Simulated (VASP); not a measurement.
# SrO in VASP: notebook, part 2 of 2

VASP 6.6.1.

## Step 3: Single point, PBE

This run uses another cell than the first one, of the same volume but with other edges.

INCAR

```
ALGO     = Normal         # electronic algorithm
EDIFF    = 1E-6           # SCF threshold, eV
ENCUT    = 600            # plane-wave cutoff, eV
GGA      = PE             # functional
GGA_COMPAT= F            
ISIF     = 2              # what is computed and relaxed
ISMEAR   = 0              # smearing method
LASPH    = T              # aspherical terms in the spheres
LCHARG   = F              # write CHGCAR
LREAL    = F              # projectors in reciprocal space
LWAVE    = F              # write WAVECAR
NBANDS   = 15             # bands
NELM     = 120            # most SCF steps
PREC     = Accurate       # precision mode
SIGMA    = 0.05           # smearing width, eV
```

KPOINTS

```
k-points
0
Gamma
  6 6 6
```

POSCAR

```
SrO
1.0
    0.0000000000      2.5149740000      2.6721157851
    2.5149740000      0.0000000000      2.6721157851
    2.5149740000      2.5149740000      0.0000000000
Sr O
1 1
Direct
    0.5000000000      0.5000000000      0.5000000000
    0.0000000000      0.0000000000      0.0000000000
```

Potentials or basis: VASP PAW PBE potentials, release 64 (Sr_sv, O).

On the command line:

```bash
cat potpaw_PBE.64/Sr_sv/POTCAR potpaw_PBE.64/O/POTCAR > POTCAR
mpirun -np 1 vasp_std > vasp.out
```

It took 30 s on 1 thread of Intel Xeon 8259CL, shared host; peak memory 0.17 GiB.

Results (log left out):

```
Free energy            : -12.0028 eV
Pressure               : 4.6 GPa
Band gap on the k mesh : 3.14 eV, indirect (least direct gap 3.20 eV)
```

Stress tensor (GPa, compression positive):
```
 7.35  0.00  0.00
 0.00  7.35  0.00
 0.00  0.00 -0.85
```

Levels at points of the mesh, in eV from the valence-band top:
```tsv
k point	band 4	band 5	band 6	band 7	band 8	band 9	band 10	band 11	band 12	band 13
(0.00, 0.00, 0.00)	-14.04	-14.04	-0.20	0.00	0.00	3.86	5.86	6.33	6.33	8.07
(0.50, 0.00, 0.00)	-14.07	-12.81	-2.25	-1.24	-1.24	6.49	8.40	8.79	8.88	11.54
(0.50, 0.50, 0.00)	-14.35	-14.35	-0.72	-0.07	-0.07	3.34	7.80	10.16	10.20	11.04
(0.50, 0.00, 0.50)	-14.52	-14.43	-0.36	-0.31	-0.06	3.14	7.73	10.20	10.41	10.65
```

## Step 4: Single point, PBE

INCAR

```
SYSTEM = SrO
PREC = Accurate
ENCUT = 600
EDIFF = 1E-6
ISMEAR = 0
SIGMA = 0.05
LREAL = .False.
LASPH = .True.
NELM = 120
ALGO = Normal
ISIF = 2
LWAVE = .False.
LCHARG = .False.
GGA = PE
NBANDS = 15
GGA_COMPAT = .False.
```

KPOINTS

```
Automatic mesh
0
Gamma
  6 6 6
  0 0 0
```

POSCAR

```
SrO
1.0
    0.0000000000      2.5406370000      2.6184062851
    2.5406370000      0.0000000000      2.6184062851
    2.5406370000      2.5406370000      0.0000000000
Sr O
1 1
Direct
    0.5000000000      0.5000000000      0.5000000000
    0.0000000000      0.0000000000      0.0000000000
```

Potentials or basis: VASP PAW PBE potentials, release 64 (Sr_sv, O).

On the command line:

```bash
cat potpaw_PBE.64/Sr_sv/POTCAR potpaw_PBE.64/O/POTCAR > POTCAR
mpirun -np 1 vasp_std > vasp.out
```

OUTCAR:

```text
SYSTEM = SrO
   PREC = Accurate
   ENCUT = 600
   EDIFF = 1E-6
   ISMEAR = 0
   LREAL = .False.
   LASPH = .True.
   NELM = 120
   ISIF = 2
   GGA = PE

 ion  position               nearest neighbor table
   1  0.500  0.500  0.500-   2 2.54   2 2.54   2 2.54   2 2.54   2 2.62   2 2.62
   2  0.000  0.000  0.000-   1 2.54   1 2.54   1 2.54   1 2.54   1 2.62   1 2.62

  LATTYP: Found a body centered tetragonal cell.
 ALAT       =     3.5930033025
 C/A-ratio  =     1.4575028547

  Lattice vectors:

 A1 = (  -2.5406370000,   0.0000000000,   2.6184062851)
 A2 = (   2.5406370000,   0.0000000000,   2.6184062851)
 A3 = (   0.0000000000,   2.5406370000,  -2.6184062851)

[... 610 lines left out ...]
     13      12.4899      0.00000
     14      14.1176      0.00000
     15      15.6327      0.00000

 [... further k-points ...]
[... 5 lines left out ...]
  --------------------------------------------------------------------------------------
  -------------------------------------------------------------------------------------
  Total        1.1483446      1.1483446      0.2557783      0.0000000     -0.0000000      0.0000000
  in kB       54.4290240     54.4290240     12.1233337      0.0000000     -0.0000000      0.0000000
  external PRESSURE =      40.3271273 kB  Pullay stress =       0.0000000 kB

 VOLUME and BASIS-vectors are now :
 -----------------------------------------------------------------------------
  energy-cutoff  :      600.00
  volume of cell :       33.80
      direct lattice vectors                 reciprocal lattice vectors
     0.000000000  2.540637000  2.618406285    -0.196801038  0.196801038  0.190955851
     2.540637000  0.000000000  2.618406285     0.196801038 -0.196801038  0.190955851
     2.540637000  2.540637000  0.000000000     0.196801038  0.196801038 -0.190955851

 POSITION                                       TOTAL-FORCE (eV/Angst)
 -----------------------------------------------------------------------------------
      2.54064      2.54064      2.61841         0.000000     -0.000000     -0.000000
      0.00000      0.00000      0.00000        -0.000000      0.000000      0.000000
 -----------------------------------------------------------------------------------
    total drift:                               -0.000000      0.000000      0.000000

  FREE ENERGIE OF THE ION-ELECTRON SYSTEM (eV)
  ---------------------------------------------------
  free  energy   TOTEN  =       -12.0294983564 eV

  energy  without entropy=      -12.0294983564  energy(sigma->0) =      -12.02949836
```

OSZICAR:

```text
N       E                     dE             d eps       ncg     rms          rms(c)
DAV:   1     0.689317779959E+02    0.68932E+02   -0.83327E+03   908   0.111E+03
DAV:   2    -0.106311787824E+02   -0.79563E+02   -0.71811E+02  1240   0.228E+02
DAV:   3    -0.141507487125E+02   -0.35196E+01   -0.35017E+01  1328   0.418E+01
DAV:   4    -0.142395691183E+02   -0.88820E-01   -0.88800E-01  1136   0.463E+00
DAV:   5    -0.142398779831E+02   -0.30886E-03   -0.30886E-03  1127   0.311E-01    0.167E+01
DAV:   6    -0.121764345267E+02    0.20634E+01   -0.66662E+00   914   0.196E+01    0.197E+01
DAV:   7    -0.120389544962E+02    0.13748E+00   -0.29222E-01  1068   0.484E+00    0.114E+01
DAV:   8    -0.120273714831E+02    0.11583E-01   -0.11810E-01  1194   0.342E+00    0.490E-01
DAV:   9    -0.120288718064E+02   -0.15003E-02   -0.56856E-03  1133   0.482E-01    0.235E-01
DAV:  10    -0.120293411763E+02   -0.46937E-03   -0.45971E-04   949   0.201E-01    0.836E-02
DAV:  11    -0.120294799987E+02   -0.13882E-03   -0.13453E-04   984   0.866E-02    0.273E-02
DAV:  12    -0.120294982700E+02   -0.18271E-04   -0.27732E-05   970   0.390E-02    0.216E-02
DAV:  13    -0.120294983564E+02   -0.86389E-07   -0.12548E-06   940   0.101E-02
   1 F= -.12029498E+02 E0= -.12029498E+02  d E =-.214547E-23
```

stdout:

```text
POSCAR found type information on POSCAR SrO
 POSCAR found :  2 types and       2 ions
 scaLAPACK will be used
 LDA part: xc-table for (Slater+PW92), standard interpolation
 POSCAR, INCAR and KPOINTS ok, starting setup
 FFT: planning ... GRIDC
 FFT: planning ... GRID_SOFT
 FFT: planning ... GRID
 WAVECAR not read
 entering main loop
```

Wall time 35 s (1 thread of Intel Xeon 8259CL, shared host); peak memory 0.18 GiB.

Results:

| Item | Value |
| --- | --- |
| Free energy | -12.0295 eV |
| Pressure | 4.0 GPa |
| Band gap on the k mesh | 3.20 eV, indirect (least direct gap 3.27 eV) |

A k mesh can miss the band edges. As with any semilocal functional, this PBE gap is likely too small.

## Step 5: Single point, PBE

INCAR

```
ALGO = Normal
EDIFF = 1E-6
ENCUT = 600
GGA = PE
GGA_COMPAT = F
ISIF = 2
ISMEAR = 0
LASPH = T
LCHARG = T
LELF = T
LREAL = F
LVHAR = T
LWAVE = F
NBANDS = 15
NELM = 120
PREC = Accurate
SIGMA = 0.05
```

KPOINTS

```
k-points
0
Gamma
  6 6 6
```

POSCAR

```
SrO
1.0
    0.0000000000      2.5919630000      2.5157337516
    2.5919630000      0.0000000000      2.5157337516
    2.5919630000      2.5919630000      0.0000000000
Sr O
1 1
Direct
    0.5000000000      0.5000000000      0.5000000000
    0.0000000000      0.0000000000      0.0000000000
```

On the command line:

```bash
cat potpaw_PBE.64/Sr_sv/POTCAR potpaw_PBE.64/O/POTCAR > POTCAR
mpirun -np 1 vasp_std > vasp.out
```

Run time: 42 s. Hardware: 1 thread of Intel Xeon 8259CL, shared host; peak memory 0.18 GiB.

It converged, with:

```yaml
Free_energy: -12.0291 eV
Pressure: 4.0 GPa
Band_gap_on_the_k_mesh: 3.11 eV, indirect (least direct gap 3.29 eV)
```

Stress tensor (GPa, compression positive):
```
2.49 0.00 0.00
0.00 2.49 0.00
0.00 0.00 7.12
```

Levels at points of the mesh, in eV from the valence-band top:
```csv
k point,band 6,band 7,band 8,band 9,band 10,band 11
"(0.00, 0.00, 0.00)",-0.12,-0.12,0.00,3.92,6.08,6.08
"(0.50, 0.00, 0.00)",-2.26,-1.23,-1.23,6.49,8.42,8.78
"(0.50, 0.50, 0.00)",-0.37,-0.20,-0.20,3.11,7.79,10.12
"(0.50, 0.00, 0.50)",-0.56,-0.21,-0.07,3.23,7.75,10.16
```

## Step 6: Summary

| cell | gap on the mesh (eV) | pressure (GPa) |
| --- | --- | --- |
| a = 3.629 Å, angles 60.0°, 2 atoms | 3.26 | 3.8 |
| a = 3.670, b = 3.670, c = 3.557 Å, angles 61.0, 61.0, 58.0°, 2 atoms | 3.14 | 4.6 |
| a = 3.648, b = 3.648, c = 3.593 Å, angles 60.5, 60.5, 59.0°, 2 atoms | 3.20 | 4.0 |
| a = 3.612, b = 3.612, c = 3.666 Å, angles 59.5, 59.5, 61.0°, 2 atoms | 3.11 | 4.0 |

Alike in all rows: task single point; level PBE; potentials or basis VASP PAW PBE potentials, release 64 (Sr_sv, O); no spin polarisation; k mesh 6 × 6 × 6; cutoff (eV) 600; smearing gaussian 0.05 eV.

Absolute energies hang on the potentials; compare differences alone.
